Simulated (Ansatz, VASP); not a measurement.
## Al2Cu: VASP beside Ansatz

The input INCAR:

```
SYSTEM = Al2Cu
PREC = Accurate ; ENCUT = 600
EDIFF = 1E-7 ; ISMEAR = 0
SIGMA = 0.1 ; LREAL = .False.
LASPH = .True. ; NELM = 60
ALGO = Fast ; ISIF = 3
LWAVE = .False. ; LCHARG = .False.
GGA = PE ; IBRION = 2
NSW = 100 ; EDIFFG = -0.01
```

File KPOINTS:

```
regular mesh
0
Gamma
  6 6 6
  0 0 0
```

Contents of POSCAR:

```
Al2Cu
1.0
    0.0000000000      5.2347182510      5.2347182510
    5.2347182510      0.0000000000      5.2347182510
    5.2347182510      5.2347182510      0.0000000000
Al Cu
4 2
Direct
    0.1250000000      0.1250000000      0.1250000000
    0.1250000000      0.1250000000      0.6250000000
    0.1250000000      0.6250000000      0.1250000000
    0.6250000000      0.1250000000      0.1250000000
    0.0000000000      0.0000000000      0.0000000000
    0.2500000000      0.2500000000      0.2500000000
```

Input for Ansatz:

```yaml
crystal:
  lattice:
    - [0.0, 5.234718251, 5.234718251]
    - [5.234718251, 0.0, 5.234718251]
    - [5.234718251, 5.234718251, 0.0]
  atoms:
    - { symbol: Al, position: [0.125, 0.125, 0.125] }
    - { symbol: Al, position: [0.125, 0.125, 0.625] }
    - { symbol: Al, position: [0.125, 0.625, 0.125] }
    - { symbol: Al, position: [0.625, 0.125, 0.125] }
    - { symbol: Cu, position: [0.0, 0.0, 0.0] }
    - { symbol: Cu, position: [0.25, 0.25, 0.25] }
basis:
  ecutwfc: 420
kpoints:
  mp_grid: { grid: [6, 6, 6] }
hamiltonian:
  xc: pbe
scf:
  occupations: { method: gaussian, width: 0.1 }
output:
  forces: true
  stress: true
  eigenvalues: true
relax:
  adjacent_minimum: "off"
  f_tol: 0.01
  max_steps: 80
  cell: { stress_tol: 0.05 }
```

Alike in both runs: task relaxation of cell and atoms; functional PBE; k mesh 6 × 6 × 6; occupations gaussian, width 0.1 eV; no spin polarisation.

|  | VASP | Ansatz |
| --- | --- | --- |
| version | VASP 6.6.1 | Ansatz 0.2.0 |
| potentials or method | VASP PAW PBE potentials, release 64 (Al, Cu), cutoff 600 eV | scalar-relativistic, plane waves, PAW |
| valence electrons in the cell | 34 | 50 |

|  | VASP | Ansatz | Ansatz less VASP |
| --- | --- | --- | --- |
| gap on the k mesh at the Fermi level, each at its own relaxed structure (eV) | none | none | - |
| relaxed volume (Å³/atom) | 48.67 | 48.49 | -0.184 |
| relaxed cell length with the largest relative difference (Å) | 7.447 | 7.438 | -0.0094 |

A gap of «none» marks a metal or a gap that the smearing closes. VASP's potentials hold 34 valence electrons a cell and Ansatz's 50, so a difference there can come from the potentials and not from the codes.
